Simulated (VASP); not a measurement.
# Ca2Si (Immm) in VASP: a series of runs

Ca2Si is run at these levels: LDA; tasks: single point.

All numbers are computed with VASP 6.6.1; they aren't measurements. Logs are shortened: lines on timing, memory, paths and dates and some standing lists are left out, and cuts for length are marked.

### 1 The cell of the first run

It takes space group Immm (No. 71, orthorhombic). Conventional cell: a = 5.010 Å, b = 5.010 Å, c = 6.840 Å, α = 90.00°, β = 90.00°, γ = 90.00°. Within 3.9 Å of Ca (site symmetry mm2) lie 4 Si at 2.97 to 3.09 Å and 6 Ca at 3.21 to 3.63 Å. Si (site symmetry mmm) has 8 Ca at 2.97 to 3.09 Å within 3.9 Å.

### 2 Single point, LDA (atoms displaced along a vibrational mode, the cell strained)

Input file INCAR:

```
SYSTEM = Ca2Si
ALGO     = Normal         ! electronic algorithm
EDIFF    = 1E-6           ! SCF threshold, eV
ENCUT    = 520            ! plane-wave cutoff, eV
GGA      = CA             ! functional
ISIF     = 2              ! what is computed and relaxed
ISMEAR   = 0              ! smearing method
LASPH    = .TRUE.         ! aspherical terms in the spheres
LCHARG   = .FALSE.        ! write CHGCAR
LREAL    = .FALSE.        ! projectors in reciprocal space
LWAVE    = .FALSE.        ! write WAVECAR
NBANDS   = 19             ! bands
NELM     = 80             ! most SCF steps
PREC     = Accurate       ! precision mode
SIGMA    = 0.05           ! smearing width, eV
```

Input file KPOINTS:

```
k-points
0
G
  8 8 8
  0 0 0
```

Input file POSCAR:

```
Ca2Si
1.0
    0.0000000000      3.5425210274      3.4201357065
    3.5425210274      0.0000000000      3.4201357065
    3.5425210274      3.5425210274      0.0000000000
Ca Si
2 1
Direct
    0.7344790822      0.7344790822      0.7655209178
    0.2655209178      0.2655209178      0.2344790822
    0.0000000000      0.0000000000      0.0000000000
```

Potentials or basis: VASP PAW LDA potentials, release 64 (Ca_sv, Si).

The run is started by

```bash
cat potpaw_LDA.64/Ca_sv/POTCAR potpaw_LDA.64/Si/POTCAR > POTCAR
mpirun -np 1 vasp_std > vasp.out
```

OUTCAR:

```text
SYSTEM = Ca2Si
   EDIFF = 1E-6
   ENCUT = 520
   GGA = CA
   ISIF = 2
   ISMEAR = 0
   LASPH = .TRUE.
   LREAL = .FALSE.
   NELM = 80
   PREC = Accurate

 ion  position               nearest neighbor table
   1  0.734  0.734  0.766-   3 2.97   3 2.97   3 3.09   3 3.09
   2  0.266  0.266  0.234-   3 2.97   3 2.97   3 3.09   3 3.09
   3  0.000  0.000  0.000-   1 2.97   1 2.97   2 2.97   2 2.97   2 3.09   2 3.09   1 3.09   1 3.09

  LATTYP: Found a body centered tetragonal cell.
 ALAT       =     5.0098812819
 C/A-ratio  =     1.3653559891

  Lattice vectors:

 A1 = (   0.0000000000,  -3.5425210274,  -3.4201357065)
 A2 = (   0.0000000000,   3.5425210274,  -3.4201357065)
 A3 = (   3.5425210274,   0.0000000000,   3.4201357065)

Analysis of symmetry for initial positions (statically):
=====================================================================
 Subroutine PRICEL returns:
 Original cell was already a primitive cell.

 Routine SETGRP: Setting up the symmetry group for a
 body centered tetragonal supercell.

 Subroutine GETGRP returns: Found  8 space group operations
 (whereof  8 operations were pure point group operations)
 out of a pool of 16 trial point group operations.

The static configuration has the point symmetry D_2h.

Analysis of symmetry for dynamics (positions and initial velocities):
=====================================================================
 Subroutine PRICEL returns:
 Original cell was already a primitive cell.

 Routine SETGRP: Setting up the symmetry group for a
 body centered tetragonal supercell.

 Subroutine GETGRP returns: Found  8 space group operations
 (whereof  8 operations were pure point group operations)
 out of a pool of 16 trial point group operations.

The dynamic configuration has the point symmetry D_2h.

 Subroutine INISYM returns: Found  8 space group operations
 (whereof  8 operations are pure point group operations),
 and found     1 'primitive' translations

----------------------------------------------------------------------------------------

                                     Primitive cell

  volume of cell :      85.8417

  direct lattice vectors                    reciprocal lattice vectors
     0.000000000  3.542521027  3.420135706    -0.141142423  0.141142423  0.146193029
     3.542521027  0.000000000  3.420135706     0.141142423 -0.141142423  0.146193029
     3.542521027  3.542521027  0.000000000     0.141142423  0.141142423 -0.146193029

  length of vectors
     4.924102302  4.924102302  5.009881282     0.247416185  0.247416185  0.247416185

  position of ions in fractional coordinates (direct lattice)
     0.734479082  0.734479082  0.765520918
     0.265520918  0.265520918  0.234479082
     0.000000000  0.000000000  0.000000000

  ion indices of the primitive-cell ions
   primitive index   ion index
                 1           1
                 2           2
                 3           3

----------------------------------------------------------------------------------------

 KPOINTS: k-points

Automatic generation of k-mesh.
 Grid dimensions read from file:
 generate k-points for:    8    8    8

 Generating k-lattice:

  Cartesian coordinates                     Fractional coordinates (reciprocal lattice)
    -0.017642803  0.017642803  0.018274129     0.125000000 -0.000000000  0.000000000
     0.017642803 -0.017642803  0.018274129    -0.000000000  0.125000000  0.000000000
     0.017642803  0.017642803 -0.018274129     0.000000000  0.000000000  0.125000000

  Length of vectors
     0.030927023  0.030927023  0.030927023

  Shift w.r.t. Gamma in fractional coordinates (k-lattice)
     0.000000000  0.000000000  0.000000000

 Subroutine IBZKPT returns following result:
 ===========================================

 Found     95 irreducible k-points:

 Following reciprocal coordinates:
            Coordinates               Weight
  0.000000  0.000000  0.000000      1.000000
  0.125000 -0.000000  0.000000      4.000000
 -0.000000 -0.000000 -0.125000      4.000000
  0.250000 -0.000000  0.000000      4.000000
 -0.000000 -0.000000 -0.250000      4.000000
  0.375000 -0.000000  0.000000      4.000000
[... 16 lines left out ...]
  0.250000  0.250000  0.000000      2.000000
  0.375000  0.250000  0.000000      4.000000
 [... further k-points ...]
   k-points           NKPTS =     95   k-points in BZ     NKDIM =     95   number of bands    NBANDS=     19
   number of dos      NEDOS =    301   number of ions     NIONS =      3
   total plane-waves  NPLWV =  64000
   dimension x,y,z NGX =    40 NGY =   40 NGZ =   40
   dimension x,y,z NGXF=    80 NGYF=   80 NGZF=   80
   ions per type =               2   1
   NGX,Y,Z   is equivalent  to a cutoff of  13.50, 13.50, 13.27 a.u.
   NGXF,Y,Z  is equivalent  to a cutoff of  27.01, 27.01, 26.55 a.u.
 SYSTEM =  Ca2Si
   PREC   = accura    normal or accurate (medium, high low for compatibility)
   ISTART =      0    job   : 0-new  1-cont  2-samecut
   ICHARG =      2    charge: 1-file 2-atom 10-const
   ISPIN  =      1    spin polarized calculation?
   LNONCOLLINEAR =      F non collinear calculations
   LSORBIT =      F    spin-orbit coupling
   LASPH  =      T    aspherical Exc in radial PAW
   ENCUT  =  520.0 eV  38.22 Ry    6.18 a.u.   9.16  9.16  9.32*2*pi/ulx,y,z
   NELM   =     80;   NELMIN=  2; NELMDL= -5     # of ELM steps
   EDIFF  = 0.1E-05   stopping-criterion for ELM
   LREAL  =      F    real-space projection
   EDIFFG = 0.1E-04   stopping-criterion for IOM
   NSW    =      0    number of steps for IOM
   IBRION =     -1    ionic relax: 0-MD 1-quasi-New 2-CG
   NFREE  =      0    steps in history (QN), initial steepest desc. (CG)
   ISIF   =      2    stress and relaxation
   ISYM   =      2    0-nonsym 1-usesym 2-fastsym
   POTIM  = 0.5000    time-step for ionic-motion
   TEBEG  =    0.0;   TEEND  =   0.0 temperature during run
   PSTRESS=    0.0 pullay stress
   NELECT =      24.0000    total number of electrons
   NUPDOWN=      -1.0000    fix difference up-down
   EMIN   =  10.00;   EMAX   =-10.00  energy-range for DOS
   EFERMI =   0.00;   METHOD = LEGACY
   ISMEAR =     0;   SIGMA  =   0.05  broadening in eV -4-tet -1-fermi 0-gaus
   EFERMI_NEDOS =   21; number of points for ismear=-14 and -15
   IALGO  =     38    algorithm
   IMIX   =      4    mixing-type and parameters
     AMIX     =   0.40;   BMIX     =  1.00
     AMIX_MAG =   1.60;   BMIX_MAG =  1.00
  volume/ion in A,a.u.               =      28.61       193.10
  Fermi-wavevector in a.u.,A,eV,Ry     =   1.070482  2.022917 15.591334  1.145931
  Thomas-Fermi vector in A             =   2.206193
   LORBIT       =      0    0 simple, 1 ext, 2 COOP (PROOUT), +10 PAW based schemes
   GGA     = CA    functional components
   LHFCALC =     F    Hartree Fock is set to
   AEXX    =    0.0000 exact exchange contribution
   IVDW    =     0    specifies the selected vdW correction
   LEPSILON=     F    determine dielectric tensor
   LRPA    =     F    only Hartree local field effects (RPA)
 non-spin polarized calculation
 Gauss-broadening in eV      SIGMA  =   0.05
  energy-cutoff  :      520.00
  volume of cell :       85.84
 maximum number of plane-waves:      2336
 NGX is ok and might be reduce to    40
   NGX = 19   NGY = 19   NGZ = 19

 number of electron      24.0000001 magnetization

 Free energy of the ion-electron system (eV)
  ---------------------------------------------------
  ext. energy  EPLUGINS =         0.00000000
  ---------------------------------------------------
  free energy    TOTEN  =       -11.74773867 eV

  energy without entropy =      -11.74773862  energy(sigma->0) =      -11.74773864

 E-fermi :   2.7314     XC(G=0):  -8.8929

 val. band max:        2.5875567106   @ k =   0.5000   0.0000   0.5000
 cond. band min:       2.8751800838   @ k =   0.5000   0.0000   0.5000
 fundamental gap:      0.2876233732
 Fermi energy:         2.7314347005

 k-point     1 :       0.0000    0.0000    0.0000
  band No.  band energies     occupation
      1     -37.5105      2.00000
      2     -37.4389      2.00000
      3     -18.9892      2.00000
      4     -18.8754      2.00000
      5     -18.8565      2.00000
      6     -18.7321      2.00000
[... 11 lines left out ...]
     18       7.9274      0.00000
     19       7.9716      0.00000

 k-point     2 :       0.1250   -0.0000    0.0000
  band No.  band energies     occupation
      1     -37.5080      2.00000
      2     -37.4413      2.00000
      3     -18.9834      2.00000
      4     -18.8706      2.00000
      5     -18.8531      2.00000
      6     -18.7380      2.00000
[... 11 lines left out ...]
     18       7.3919      0.00000
     19       7.5595      0.00000

 k-point     3 :      -0.0000   -0.0000   -0.1250
  band No.  band energies     occupation
      1     -37.5080      2.00000
      2     -37.4413      2.00000
      3     -18.9834      2.00000
      4     -18.8715      2.00000
      5     -18.8519      2.00000
      6     -18.7393      2.00000
[... 11 lines left out ...]
     18       7.4870      0.00000
     19       7.6840      0.00000

 k-point     4 :       0.2500   -0.0000    0.0000
  band No.  band energies     occupation
      1     -37.5010      2.00000
      2     -37.4480      2.00000
      3     -18.9676      2.00000
      4     -18.8567      2.00000
      5     -18.8434      2.00000
      6     -18.7545      2.00000
[... 11 lines left out ...]
     18       6.7930      0.00000
     19       6.8518      0.00000

 k-point     5 :      -0.0000   -0.0000   -0.2500
  band No.  band energies     occupation
      1     -37.5010      2.00000
      2     -37.4480      2.00000
      3     -18.9677      2.00000
      4     -18.8601      2.00000
      5     -18.8389      2.00000
      6     -18.7593      2.00000
[... 11 lines left out ...]
     18       6.8726      0.00000
     19       7.1027      0.00000

 k-point     6 :       0.3750   -0.0000    0.0000
  band No.  band energies     occupation
      1     -37.4915      2.00000
      2     -37.4571      2.00000
      3     -18.9482      2.00000
      4     -18.8356      2.00000
      5     -18.8297      2.00000
      6     -18.7782      2.00000
[... 11 lines left out ...]
     18       6.2898      0.00000
     19       6.4492      0.00000

 k-point     7 :      -0.0000   -0.0000   -0.3750
  band No.  band energies     occupation
      1     -37.4915      2.00000
      2     -37.4571      2.00000
      3     -18.9487      2.00000
      4     -18.8424      2.00000
      5     -18.8195      2.00000
      6     -18.7864      2.00000
[... 11 lines left out ...]
     18       6.3693      0.00000
     19       6.8282      0.00000

 k-point     8 :       0.5000   -0.0000    0.0000
  band No.  band energies     occupation
      1     -37.4855      2.00000
      2     -37.4630      2.00000
      3     -18.9384      2.00000
      4     -18.8212      2.00000
      5     -18.8168      2.00000
      6     -18.7981      2.00000
[... 256 lines left out ...]
 k-point    20 :       0.1250    0.1250    0.3750
  band No.  band energies     occupation
      1     -37.4982      2.00000
      2     -37.4506      2.00000
      3     -18.9998      2.00000
      4     -18.8286      2.00000
      5     -18.8047      2.00000
      6     -18.7967      2.00000
[... 11 lines left out ...]
     18       6.7900      0.00000
     19       7.2606      0.00000

 k-point    21 :      -0.1250    0.1250    0.0000
  band No.  band energies     occupation
      1     -37.5051      2.00000
      2     -37.4440      2.00000
      3     -18.9984      2.00000
      4     -18.8496      2.00000
      5     -18.8344      2.00000
      6     -18.7603      2.00000
[... 11 lines left out ...]
     18       6.6277      0.00000
     19       7.3277      0.00000

 k-point    22 :       0.1250    0.1250    0.2500
  band No.  band energies     occupation
      1     -37.5051      2.00000
      2     -37.4440      2.00000
      3     -18.9983      2.00000
      4     -18.8528      2.00000
      5     -18.8307      2.00000
      6     -18.7646      2.00000
[... 11 lines left out ...]
     18       6.9113      0.00000
     19       7.7644      0.00000

 k-point    23 :       0.2500    0.2500    0.0000
  band No.  band energies     occupation
      1     -37.4955      2.00000
      2     -37.4532      2.00000
      3     -18.9434      2.00000
      4     -18.8994      2.00000
      5     -18.8831      2.00000
      6     -18.7633      2.00000
[... 11 lines left out ...]
     18       6.7624      0.00000
     19       7.3363      0.00000

 k-point    24 :       0.3750    0.2500    0.0000
  band No.  band energies     occupation
      1     -37.4884      2.00000
      2     -37.4600      2.00000
      3     -18.9752      2.00000
      4     -18.9013      2.00000
      5     -18.8869      2.00000
      6     -18.7366      2.00000
[... 11 lines left out ...]
     18       6.8664      0.00000
     19       7.3546      0.00000

 [... further k-points ...]

------------------------ aborting loop because EDIFF is reached ----------------------------------------

  FORCE on cell =-STRESS in cart. coord.  units (eV):
  Direction    XX          YY          ZZ          XY          YZ          ZX
  --------------------------------------------------------------------------------------
  -------------------------------------------------------------------------------------
  Total       -0.3669133     -0.3669133      1.1575887     -0.4663143      0.0000000      0.0000000
  in kB       -6.8481903     -6.8481903     21.6056165     -8.7034427      0.0000000      0.0000000
  external PRESSURE =       2.6364120 kB  Pullay stress =       0.0000000 kB

 VOLUME and BASIS-vectors are now :
 -----------------------------------------------------------------------------
  energy-cutoff  :      520.00
  volume of cell :       85.84
      direct lattice vectors                 reciprocal lattice vectors
     0.000000000  3.542521027  3.420135706    -0.141142423  0.141142423  0.146193029
     3.542521027  0.000000000  3.420135706     0.141142423 -0.141142423  0.146193029
     3.542521027  3.542521027  0.000000000     0.141142423  0.141142423 -0.146193029

 POSITION                                       TOTAL-FORCE (eV/Angst)
 -----------------------------------------------------------------------------------
      5.31378      5.31378      5.02404         0.000000      0.000000      0.690748
      1.77126      1.77126      1.81624         0.000000      0.000000     -0.690748
      0.00000      0.00000      0.00000         0.000000      0.000000      0.000000
 -----------------------------------------------------------------------------------
    total drift:                               -0.000000     -0.000000     -0.000000

  FREE ENERGIE OF THE ION-ELECTRON SYSTEM (eV)
  ---------------------------------------------------
  free  energy   TOTEN  =       -11.7477386719 eV

  energy  without entropy=      -11.7477386150  energy(sigma->0) =      -11.74773864
```

It took 1.9 min on 1 thread of Intel Xeon 6975P-C (Granite Rapids), shared host; peak memory 0.28 GiB.

Results:

| Property | Result |
| --- | --- |
| Free energy | -11.7477 eV |
| Pressure | 0.3 GPa |
| Largest force | 0.691 eV/Å |
| Band gap on the k mesh | 0.29 eV |

Forces on the atoms (eV/Å):
```
Ca   0.000  0.000  0.691
Ca   0.000  0.000 -0.691
Si   0.000  0.000  0.000
```

Caveat: the cell differs from its parent crystal (atoms displaced along a vibrational mode, the cell strained). A k mesh can miss the band edges.

### 3 Single point, LDA (atoms displaced along a vibrational mode)

Input file INCAR:

```
  ALGO = Normal
  EDIFF = 1E-6
  ENCUT = 520
  GGA = CA
  ISIF = 2
  ISMEAR = 0
  LASPH = True
  LCHARG = False
  LREAL = False
  LWAVE = False
  NBANDS = 19
  NELM = 100
  PREC = Accurate
  SIGMA = 0.05
```

Input file KPOINTS:

```
k-points
0
Gamma
  8 8 8
```

Input file POSCAR:

```
Ca2Si
1.0
    0.0000000000      3.5017259204      3.5017259204
    3.5017259204      0.0000000000      3.5017259204
    3.5017259204      3.5017259204      0.0000000000
Ca Si
2 1
Direct
    0.7267257627      0.7267257627      0.7732742373
    0.2732742373      0.2732742373      0.2267257627
    0.0000000000      0.0000000000      0.0000000000
```

Potentials or basis: VASP PAW LDA potentials, release 64 (Ca_sv, Si).

The run is started by

```bash
cat potpaw_LDA.64/Ca_sv/POTCAR potpaw_LDA.64/Si/POTCAR > POTCAR
mpirun -np 1 vasp_std > vasp.out
```

OUTCAR:

```text
EDIFF = 1E-6
   ENCUT = 520
   GGA = CA
   ISIF = 2
   ISMEAR = 0
   LASPH = True
   LREAL = False
   NELM = 100
   PREC = Accurate

 ion  position               nearest neighbor table
   1  0.727  0.727  0.773-   3 2.94   3 2.94   3 3.13   3 3.13
   2  0.273  0.273  0.227-   3 2.94   3 2.94   3 3.13   3 3.13
   3  0.000  0.000  0.000-   1 2.94   1 2.94   2 2.94   2 2.94   2 3.13   2 3.13   1 3.13   1 3.13

[... 724 lines left out ...]

  FORCE on cell =-STRESS in cart. coord.  units (eV):
  Direction    XX          YY          ZZ          XY          YZ          ZX
  --------------------------------------------------------------------------------------
  -------------------------------------------------------------------------------------
  Total        0.0917669      0.0917669      0.6331162     -0.7383743      0.0000000      0.0000000
  in kB        1.7120645      1.7120645     11.8118403    -13.7756058      0.0000000      0.0000000
  external PRESSURE =       5.0786564 kB  Pullay stress =       0.0000000 kB

 VOLUME and BASIS-vectors are now :
 -----------------------------------------------------------------------------
  energy-cutoff  :      520.00
  volume of cell :       85.88
      direct lattice vectors                 reciprocal lattice vectors
     0.000000000  3.501725920  3.501725920    -0.142786732  0.142786732  0.142786732
     3.501725920  0.000000000  3.501725920     0.142786732 -0.142786732  0.142786732
     3.501725920  3.501725920  0.000000000     0.142786732  0.142786732 -0.142786732

 POSITION                                       TOTAL-FORCE (eV/Angst)
 -----------------------------------------------------------------------------------
      5.25259      5.25259      5.08959         0.000000     -0.000000      0.954014
      1.75086      1.75086      1.91386         0.000000     -0.000000     -0.954014
      0.00000      0.00000      0.00000        -0.000000      0.000000     -0.000000
 -----------------------------------------------------------------------------------
    total drift:                                0.000000      0.000000     -0.000000

  FREE ENERGIE OF THE ION-ELECTRON SYSTEM (eV)
  ---------------------------------------------------
  free  energy   TOTEN  =       -11.6830437724 eV

  energy  without entropy=      -11.6830437203  energy(sigma->0) =      -11.68304375
```

stdout:

```text
POSCAR found type information on POSCAR CaSi
 POSCAR found :  2 types and       3 ions
 scaLAPACK will be used
 LDA part: xc-table for (Slater(with rela. corr.)+CA(PZ))
 , standard interpolation
 POSCAR, INCAR and KPOINTS ok, starting setup
 FFT: planning ... GRIDC
 FFT: planning ... GRID_SOFT
 FFT: planning ... GRID
 WAVECAR not read
 entering main loop
```

Wall time 1.9 min (1 thread of Intel Xeon 6975P-C (Granite Rapids), shared host); peak memory 0.29 GiB.

Results:

```
Free energy            : -11.6830 eV
Pressure               : 0.5 GPa
Largest force          : 0.954 eV/Å
Band gap on the k mesh : 0.28 eV (least direct gap 0.30 eV)
```

Forces in eV/Å, atoms in the order of the input:
```
Ca   0.000  0.000  0.954
Ca   0.000  0.000 -0.954
Si   0.000  0.000  0.000
```

Caveat: the cell differs from its parent crystal (atoms displaced along a vibrational mode). A k mesh can miss the band edges.

[end of part 1 of 2]
